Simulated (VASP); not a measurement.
# Ti in VASP: relaxation of the atoms with LDA

Aim: the relaxation of the atoms of Ti with LDA.

Program: VASP 6.6.1. These are calculated values, not measurements. Logs are shortened: lines on timing, memory, paths and dates and some standing lists are left out, and cuts for length are marked.

## 1. The cell of the first run

The cell holds a slab with vacuum, 2 atoms: a = 2.864 Å, b = 4.535 Å, c = 16.827 Å, α = 90.00°, β = 90.00°, γ = 90.00°.

## 2. Relaxation of the atoms, LDA

The input, INCAR:

```
PREC = Accurate
ENCUT = 450
EDIFF = 1E-7
ISMEAR = -1
SIGMA = 0.05
LREAL = False
LASPH = True
NELM = 120
ALGO = Normal
ISIF = 2
LWAVE = False
LCHARG = False
LDIPOL = True
IDIPOL = 3
DIPOL = 0.5 0.5 0.500
GGA = CA
IBRION = 2
NSW = 60
EDIFFG = -0.01
GGA_COMPAT = False
NELMIN = 4
NELMDL = -8
```

The input, KPOINTS:

```
regular mesh
0
Gamma
  14 9 1
```

The input, POSCAR:

```
Ti
1.0
    2.8639314136      0.0000000000      0.0000000000
    0.0000000000      4.5350255008      0.0000000000
    0.0000000000      0.0000000000     16.8267000000
Ti
2
Direct
    0.7500000000      0.7500000000      0.4754335139
    0.2500000000      0.2500000000      0.5245664861
```

Potentials or basis: VASP PAW LDA potentials, release 64 (Ti_sv).

Run with:

```
cat potpaw_LDA.64/Ti_sv/POTCAR > POTCAR
mpirun -np 1 vasp_std > vasp.out
```

OUTCAR:

```text
PREC = Accurate
   ENCUT = 450
   EDIFF = 1E-7
   ISMEAR = -1
   LREAL = False
   LASPH = True
   NELM = 120
   ISIF = 2
   GGA = CA
   IBRION = 2
   NSW = 60
   EDIFFG = -0.01
   NELMIN = 4
   NELMDL = -8

 ion  position               nearest neighbor table
   1  0.750  0.750  0.475-   2 2.81   2 2.81   2 2.81   2 2.81
   2  0.250  0.250  0.525-   1 2.81   1 2.81   1 2.81   1 2.81

  LATTYP: Found a simple orthorhombic cell.
 ALAT       =     2.8639314136
 B/A-ratio  =     1.5834965458
 C/A-ratio  =     5.8753851158

  Lattice vectors:

 A1 = (   2.8639314136,   0.0000000000,   0.0000000000)
 A2 = (   0.0000000000,   4.5350255008,   0.0000000000)
 A3 = (   0.0000000000,   0.0000000000,  16.8267000000)

Analysis of symmetry for initial positions (statically):
=====================================================================
 Subroutine PRICEL returns:
 Original cell was already a primitive cell.

 Routine SETGRP: Setting up the symmetry group for a
 simple orthorhombic supercell.

 Subroutine GETGRP returns: Found  8 space group operations
 (whereof  2 operations were pure point group operations)
 out of a pool of  8 trial point group operations.

The static configuration has the point symmetry S_2 .
 The point group associated with its full space group is D_2h.

Analysis of symmetry for dynamics (positions and initial velocities):
=====================================================================
 Subroutine PRICEL returns:
 Original cell was already a primitive cell.

 Routine SETGRP: Setting up the symmetry group for a
 simple orthorhombic supercell.

 Subroutine GETGRP returns: Found  8 space group operations
 (whereof  2 operations were pure point group operations)
 out of a pool of  8 trial point group operations.

The dynamic configuration has the point symmetry S_2 .
 The point group associated with its full space group is D_2h.

 Subroutine INISYM returns: Found  8 space group operations
 (whereof  2 operations are pure point group operations),
[... 118 lines left out ...]
  Fermi-wavevector in a.u.,A,eV,Ry     =   0.783968  1.481484  8.362213  0.614605
  Thomas-Fermi vector in A             =   1.888004
   LORBIT       =      0    0 simple, 1 ext, 2 COOP (PROOUT), +10 PAW based schemes
   GGA     = CA    functional components
   LHFCALC =     F    Hartree Fock is set to
   AEXX    =    0.0000 exact exchange contribution
   IVDW    =     0    specifies the selected vdW correction
   LEPSILON=     F    determine dielectric tensor
   LRPA    =     F    only Hartree local field effects (RPA)
 conjugate gradient relaxation of ions
 non-spin polarized calculation
  energy-cutoff  :      450.00
  volume of cell :      218.55
 maximum number of plane-waves:      4772
 NGX is ok and might be reduce to    20
   NGX =  9   NGY = 15   NGZ = 59

--------------------------------------- Ionic step        1  -------------------------------------------

 number of electron      23.9999981 magnetization

 Free energy of the ion-electron system (eV)
  ---------------------------------------------------
  ext. energy  EPLUGINS =         0.00000000
  ---------------------------------------------------
  free energy    TOTEN  =       -13.01031346 eV

  energy without entropy =      -12.97074959  energy(sigma->0) =      -12.99053153

------------------------ aborting loop because EDIFF is reached ----------------------------------------

  FORCE on cell =-STRESS in cart. coord.  units (eV):
  Direction    XX          YY          ZZ          XY          YZ          ZX
  --------------------------------------------------------------------------------------
  -------------------------------------------------------------------------------------
  Total       -4.9652754     -5.8483472     -0.2248443      0.0000000      0.0000000      0.0000000
  in kB      -36.4009425    -42.8748320     -1.6483567      0.0000000      0.0000000      0.0000000
  external PRESSURE =     -26.9747104 kB  Pullay stress =       0.0000000 kB
[... 53 lines left out ...]
  FREE ENERGIE OF THE ION-ELECTRON SYSTEM (eV)
  ---------------------------------------------------
  free  energy   TOTEN  =       -13.0132864467 eV

  energy  without entropy=      -12.9742361751  energy(sigma->0) =      -12.99376131

 dipolmoment           0.000000      0.000000     -0.000000 electrons x Angstroem

--------------------------------------- Ionic step        3  -------------------------------------------

 number of electron      23.9999998 magnetization

------------------------ aborting loop because EDIFF is reached ----------------------------------------
[... 67 lines left out ...]
--------------------------------------- Ionic step        5  -------------------------------------------

 number of electron      23.9999980 magnetization

 dipolmoment           0.000000      0.000000      0.000000 electrons x Angstroem

 Free energy of the ion-electron system (eV)
  ---------------------------------------------------
  ext. energy  EPLUGINS =         0.00000000
  ---------------------------------------------------
  free energy    TOTEN  =       -13.02224478 eV

  energy without entropy =      -12.98844003  energy(sigma->0) =      -13.00534241

 E-fermi :  -2.2742     XC(G=0):  -3.0930

 val. band max:       -2.2932908134   @ k =   0.2857   0.2222   0.0000
 cond. band min:      -2.2668431397   @ k =   0.0714   0.0000   0.0000
 fundamental gap:      0.0264476737
 Fermi energy:        -2.2742208453

 k-point     1 :       0.0000    0.0000    0.0000
  band No.  band energies     occupation
      1     -58.4136      2.00000
      2     -58.2673      2.00000
      3     -35.2618      2.00000
      4     -35.1160      2.00000
      5     -35.0694      2.00000
      6     -34.8287      2.00000
[... 433 lines left out ...]
      3     -35.2380      2.00000
      4     -35.2380      2.00000
      5     -35.0345      2.00000
      6     -35.0345      2.00000
[... 8 lines left out ...]
     15      -0.6807      0.00000
     16      -0.6807      0.00000

 [... further k-points ...]

------------------------ aborting loop because EDIFF is reached ----------------------------------------

 vacuum level on the upper side and lower side of the slab       (xc-potential included)        -0.086        -0.086

  FORCE on cell =-STRESS in cart. coord.  units (eV):
  Direction    XX          YY          ZZ          XY          YZ          ZX
  --------------------------------------------------------------------------------------
  -------------------------------------------------------------------------------------
  Total       -4.7995657     -5.3009544     -0.0747406      0.0000000      0.0000000      0.0000000
  in kB      -35.1861071    -38.8618393     -0.5479310      0.0000000      0.0000000      0.0000000
  external PRESSURE =     -24.8652925 kB  Pullay stress =       0.0000000 kB
[... 17 lines left out ...]
  FREE ENERGIE OF THE ION-ELECTRON SYSTEM (eV)
  ---------------------------------------------------
  free  energy   TOTEN  =       -13.0222447789 eV

  energy  without entropy=      -12.9884400333  energy(sigma->0) =      -13.00534241

 reached required accuracy - stopping structural energy minimisation

 vacuum level on the upper side and lower side of the slab         2.031         2.031
```

Wall time 11 min (1 thread of Oxide Virtual Turin-like, shared host); peak memory 0.24 GiB.

Results:

* Free energy: -13.0222 eV
* Energy gained by relaxing: 6.0 meV/atom
* Ionic steps: 5
* Band gap on the k mesh: zero (bands 12 and 13 overlap by 0.12 eV)

The path:
| step | energy change (eV) | largest force (eV/Å) | pressure (GPa) |
| --- | --- | --- | --- |
| 1 | 0.0000 | 0.1817 | -2.70 |
| 2 | -0.0030 | 0.1576 | -2.67 |
| 3 | -0.0094 | 0.0850 | -2.58 |
| 4 | -0.0105 | 0.0620 | -2.41 |
| 5 | -0.0119 | 0.0006 | -2.49 |

Final structure:
```xyz
2
Lattice="2.8639 0.0000 0.0000 0.0000 4.5350 0.0000 0.0000 0.0000 16.8267" Properties=species:S:1:pos:R:3 pbc="T T T"
Ti    2.1479    3.4013    8.0655
Ti    0.7160    1.1338    8.7612
```

The gap in the log of VASP goes by the Fermi energy; the results here count the filled bands.